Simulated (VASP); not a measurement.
# Cu (Fm-3m) in VASP: further runs

Runs on Cu. Level: r2SCAN. Tasks: relaxation of cell and atoms.

Everything below comes from runs of VASP 6.6.1. Logs are shortened: lines on timing, memory, paths and dates and some standing lists are left out, and cuts for length are marked.

### Step 1. The cell of the first run

The structure is cubic, space group Fm-3m (No. 225). The conventional cell has a = 3.577 Å, b = 3.577 Å, c = 3.577 Å, α = 90.00°, β = 90.00°, γ = 90.00°. Within 3.3 Å of Cu (site symmetry m-3m) lie 12 Cu at 2.53 Å.

### Step 2. Relaxation of cell and atoms, r2SCAN, target pressure 2 GPa, at which the enthalpy is minimised

The input, POSCAR:

```
Cu
1.0
    0.0000000000      1.7884957528      1.7884957528
    1.7884957528      0.0000000000      1.7884957528
    1.7884957528      1.7884957528      0.0000000000
Cu
1
Direct
    0.0000000000      0.0000000000      0.0000000000
```

The input, INCAR.step1:

```
PREC = Accurate ; ENCUT = 600
ISMEAR = -1 ; SIGMA = 0.1
LREAL = False ; LASPH = True
NELM = 80 ; GGA = PE
ALGO = Normal ; EDIFF = 1E-4
LWAVE = True ; LCHARG = False
```

The input, INCAR.step2:

```
PREC = Accurate ; ENCUT = 600
EDIFF = 1E-7 ; ISMEAR = -1
SIGMA = 0.1 ; LREAL = False
LASPH = True ; NELM = 80
ALGO = Normal ; ISIF = 3
LWAVE = False ; LCHARG = False
METAGGA = R2SCAN ; LMIXTAU = True
IBRION = 2 ; NSW = 100
EDIFFG = -0.002 ; PSTRESS = 20.0
ISTART = 1
```

The input, KPOINTS:

```
regular mesh
0
Gamma
  26 26 26
```

Potentials or basis: VASP PAW PBE potentials, release 64 (Cu).

On the command line:

```sh
cat potpaw_PBE.64/Cu/POTCAR > POTCAR
cp INCAR.step1 INCAR
mpirun -np 1 vasp_std > vasp.out
cp INCAR.step2 INCAR
mpirun -np 1 vasp_std > vasp.out
```

OUTCAR:

```text
PREC = Accurate
   ENCUT = 600
   EDIFF = 1E-7
   ISMEAR = -1
   LREAL = False
   LASPH = True
   NELM = 80
   ISIF = 3
   METAGGA = R2SCAN
   IBRION = 2
   NSW = 100
   EDIFFG = -0.002
   PSTRESS = 20.0
   ISTART = 1

 ion  position               nearest neighbor table
   1  0.000  0.000  0.000-

  LATTYP: Found a face centered cubic cell.
 ALAT       =     3.5769915056

  Lattice vectors:

 A1 = (   0.0000000000,   1.7884957528,   1.7884957528)
 A2 = (   1.7884957528,   0.0000000000,   1.7884957528)
 A3 = (   1.7884957528,   1.7884957528,   0.0000000000)

Analysis of symmetry for initial positions (statically):
=====================================================================
 Subroutine PRICEL returns:
 Original cell was already a primitive cell.

 Routine SETGRP: Setting up the symmetry group for a
 face centered cubic supercell.

 Subroutine GETGRP returns: Found 48 space group operations
 (whereof 48 operations were pure point group operations)
 out of a pool of 48 trial point group operations.

The static configuration has the point symmetry O_h .

Analysis of symmetry for dynamics (positions and initial velocities):
=====================================================================
 Subroutine PRICEL returns:
 Original cell was already a primitive cell.

 Routine SETGRP: Setting up the symmetry group for a
 face centered cubic supercell.

 Subroutine GETGRP returns: Found 48 space group operations
 (whereof 48 operations were pure point group operations)
 out of a pool of 48 trial point group operations.

The dynamic configuration has the point symmetry O_h .

 Subroutine INISYM returns: Found 48 space group operations
 (whereof 48 operations are pure point group operations),
 and found     1 'primitive' translations

----------------------------------------------------------------------------------------

                                     Primitive cell

  volume of cell :      11.4418

  direct lattice vectors                    reciprocal lattice vectors
     0.000000000  1.788495753  1.788495753    -0.279564544  0.279564544  0.279564544
     1.788495753  0.000000000  1.788495753     0.279564544 -0.279564544  0.279564544
     1.788495753  1.788495753  0.000000000     0.279564544  0.279564544 -0.279564544

[... 85 lines left out ...]
   IBRION =      2    ionic relax: 0-MD 1-quasi-New 2-CG
   NFREE  =      1    steps in history (QN), initial steepest desc. (CG)
   ISIF   =      3    stress and relaxation
   ISYM   =      2    0-nonsym 1-usesym 2-fastsym
   POTIM  = 0.5000    time-step for ionic-motion
   TEBEG  =    0.0;   TEEND  =   0.0 temperature during run
   PSTRESS=   20.0 pullay stress
   NELECT =      11.0000    total number of electrons
   NUPDOWN=      -1.0000    fix difference up-down
   EMIN   =  10.00;   EMAX   =-10.00  energy-range for DOS
   EFERMI =   0.00;   METHOD = LEGACY
   ISMEAR =    -1;   SIGMA  =   0.10  broadening in eV -4-tet -1-fermi 0-gaus
   EFERMI_NEDOS =   21; number of points for ismear=-14 and -15
   IALGO  =     38    algorithm
   IMIX   =      4    mixing-type and parameters
     AMIX     =   0.40;   BMIX     =  1.00
     AMIX_MAG =   1.60;   BMIX_MAG =  1.00
  volume/ion in A,a.u.               =      11.44        77.21
  Fermi-wavevector in a.u.,A,eV,Ry     =   1.615751  3.053327 35.520075  2.610652
  Thomas-Fermi vector in A             =   2.710448
   LORBIT       =      0    0 simple, 1 ext, 2 COOP (PROOUT), +10 PAW based schemes
   METAGGA = R2SCAN    functional components
   LHFCALC =     F    Hartree Fock is set to
   AEXX    =    0.0000 exact exchange contribution
   IVDW    =     0    specifies the selected vdW correction
   LEPSILON=     F    determine dielectric tensor
   LRPA    =     F    only Hartree local field effects (RPA)
 conjugate gradient relaxation of ions
 non-spin polarized calculation
  energy-cutoff  :      600.00
  volume of cell :       11.44
 maximum number of plane-waves:       392
   NGX = 11   NGY = 11   NGZ = 11

--------------------------------------- Ionic step        1  -------------------------------------------

 number of electron      11.0000012 magnetization

 Free energy of the ion-electron system (eV)
  ---------------------------------------------------
  ext. energy  EPLUGINS =         0.00000000
  ---------------------------------------------------
  free energy    TOTEN  =       -10.83164576 eV

  energy without entropy =      -10.82290591  energy(sigma->0) =      -10.82727583

------------------------ aborting loop because EDIFF is reached ----------------------------------------

  FORCE on cell =-STRESS in cart. coord.  units (eV):
  Direction    XX          YY          ZZ          XY          YZ          ZX
  --------------------------------------------------------------------------------------
  -------------------------------------------------------------------------------------
  Total        0.0399563      0.0399563      0.0399563     -0.0000000     -0.0000000      0.0000000
  in kB        5.5950240      5.5950240      5.5950240     -0.0000000     -0.0000000      0.0000000
  external PRESSURE =     -14.4049760 kB  Pullay stress =      20.0000000 kB
[... 98 lines left out ...]
--------------------------------------- Ionic step        4  -------------------------------------------

 number of electron      11.0000013 magnetization

 Free energy of the ion-electron system (eV)
  ---------------------------------------------------
  ext. energy  EPLUGINS =         0.00000000
  ---------------------------------------------------
  free energy    TOTEN  =       -10.83084939 eV

  energy without entropy =      -10.82214614  energy(sigma->0) =      -10.82649777

 E-fermi :   7.9193     XC(G=0): -14.0160

 val. band max:        7.9170980435   @ k =   0.5000   0.3462   0.1538
 cond. band min:       7.9208883963   @ k =   0.4615   0.3846   0.0385
 fundamental gap:      0.0037903528
 Fermi energy:         7.9193283225

 k-point     1 :       0.0000    0.0000    0.0000
  band No.  band energies     occupation
      1      -2.0892      2.00000
      2       4.6328      2.00000
      3       4.6329      2.00000
      4       4.6329      2.00000
      5       5.5018      2.00000
      6       5.5018      2.00000
      7      31.6133      0.00000
      8      34.9677      0.00000
      9      34.9677      0.00000
[... 265 lines left out ...]
 k-point    24 :       0.3846    0.0385    0.0000
  band No.  band energies     occupation
      1       1.9792      2.00000
      2       4.6406      2.00000
      3       4.6858      2.00000
      4       4.9212      2.00000
      5       5.9915      2.00000
      6       6.0087      2.00000
      7      15.5253      0.00000
      8      30.1891      0.00000
      9      30.6496      0.00000

 [... further k-points ...]
[... 5 lines left out ...]
  --------------------------------------------------------------------------------------
  -------------------------------------------------------------------------------------
  Total        0.1402907      0.1402907      0.1402907     -0.0000000     -0.0000000     -0.0000000
  in kB       19.8082956     19.8082956     19.8082956     -0.0000000     -0.0000000     -0.0000000
  external PRESSURE =      -0.1917044 kB  Pullay stress =      20.0000000 kB
[... 20 lines left out ...]
  energy  without entropy=      -10.8221461442  energy(sigma->0) =      -10.82649777

  enthalpy is  TOTEN    =       -10.6892009573 eV   P V=        0.1416484302

 reached required accuracy - stopping structural energy minimisation
```

It took 16 min on 1 thread of Oxide Virtual Turin-like, shared host; peak memory 0.16 GiB.

What came out:

```
Free energy                                            : -10.8308 eV
Relaxed volume                                         : 11.35 Å³/atom
Relaxed cell                                           : a = 2.522 Å, b = 2.522 Å, c = 2.522 Å, α = 60.00°, β = 60.00°, γ = 60.00°
Space group after relaxing (to 0.05 Å)                 : Fm-3m (No. 225)
Energy change on relaxing (the enthalpy is what falls) : +0.8 meV/atom
Ionic steps                                            : 4
Pressure after relaxing                                : 2.0 GPa
```

The path:
```
step  energy change (eV)  largest force (eV/Å)  pressure (GPa)  volume (Å³)
   1              0.0000                0.0000            0.56        11.44
   2              0.0020                0.0000            3.18        11.27
   3              0.0007                0.0000            1.92        11.35
   4              0.0008                0.0000            1.98        11.35
```

Final structure:
```
Cu
1.0
     0.00000    1.78356    1.78356
     1.78356    0.00000    1.78356
     1.78356    1.78356    0.00000
Cu
1
Direct
  0.00000 0.00000 0.00000
```

Caveat: the cell is relaxed towards a set pressure, so the enthalpy falls and the energy may rise; the PAW data sets were made with another functional, which shifts forces and pressure a little.

### Step 3. Relaxation of cell and atoms, r2SCAN, target pressure 4 GPa, at which the enthalpy is minimised

POSCAR is that of step 2.

The input, INCAR.step1:

```
SYSTEM = Cu
PREC = Accurate
ENCUT = 600
ISMEAR = -1
SIGMA = 0.1
LREAL = .FALSE.
LASPH = .TRUE.
NELM = 100
GGA = PE
ALGO = Normal
EDIFF = 1E-4
LWAVE = .TRUE.
LCHARG = .FALSE.
```

The input, INCAR.step2:

```
SYSTEM = Cu
PREC = Accurate
ENCUT = 600
EDIFF = 1E-6
ISMEAR = -1
SIGMA = 0.1
LREAL = .FALSE.
LASPH = .TRUE.
NELM = 100
ALGO = Normal
ISIF = 3
LWAVE = .FALSE.
LCHARG = .FALSE.
METAGGA = R2SCAN
LMIXTAU = .TRUE.
IBRION = 2
NSW = 100
EDIFFG = -0.002
PSTRESS = 40.0
ISTART = 1
```

The input, KPOINTS:

```
Automatic mesh
0
G
  26 26 26
  0 0 0
```

Potentials or basis: VASP PAW PBE potentials, release 64 (Cu).

On the command line:

```sh
cat potpaw_PBE.64/Cu/POTCAR > POTCAR
cp INCAR.step1 INCAR
mpirun -np 1 vasp_std > vasp.out
cp INCAR.step2 INCAR
mpirun -np 1 vasp_std > vasp.out
```

Run time: 24 min. Hardware: 1 thread of Oxide Virtual Turin-like, shared host; peak memory 0.16 GiB.

The run converged. Its results:

```
Free energy                                            : -10.8285 eV
Relaxed volume                                         : 11.22 Å³/atom
Relaxed cell                                           : a = 2.513 Å, b = 2.513 Å, c = 2.513 Å, α = 60.00°, β = 60.00°, γ = 60.00°
Space group after relaxing (to 0.05 Å)                 : Fm-3m (No. 225)
Energy change on relaxing (the enthalpy is what falls) : +3.2 meV/atom
Ionic steps                                            : 5
Pressure after relaxing                                : 4.0 GPa
```

Step by step:
```
step  energy change (eV)  largest force (eV/Å)  pressure (GPa)  volume (Å³)
   1              0.0000                0.0000            0.56        11.44
   2              0.0094                0.0000            6.56        11.04
   3              0.0030                0.0000            3.82        11.23
   4              0.0033                0.0000            4.03        11.22
   5              0.0032                0.0000            4.00        11.22
```

Final structure:
```
CELL_PARAMETERS angstrom
0.00000 1.77695 1.77695
1.77695 0.00000 1.77695
1.77695 1.77695 0.00000
ATOMIC_POSITIONS crystal
Cu 0.00000 0.00000 0.00000
```

Levels at points of the mesh, in eV from the Fermi level:
| k point | band 3 | band 4 | band 5 | band 6 | band 7 | band 8 | band 9 |
| --- | --- | --- | --- | --- | --- | --- | --- |
| (0.00, 0.00, 0.00) | -3.32 | -3.32 | -2.44 | -2.44 | 23.78 | 27.23 | 27.23 |
| (0.50, 0.00, 0.00) | -3.38 | -1.81 | -1.81 | -1.22 | 4.22 | 22.26 | 23.96 |
| (0.50, 0.50, 0.00) | -1.84 | -1.64 | -1.64 | 1.53 | 7.78 | 14.16 | 14.16 |

Caveat: the cell is relaxed towards a set pressure, so the enthalpy falls and the energy may rise; the PAW data sets were made with another functional, which shifts forces and pressure a little.
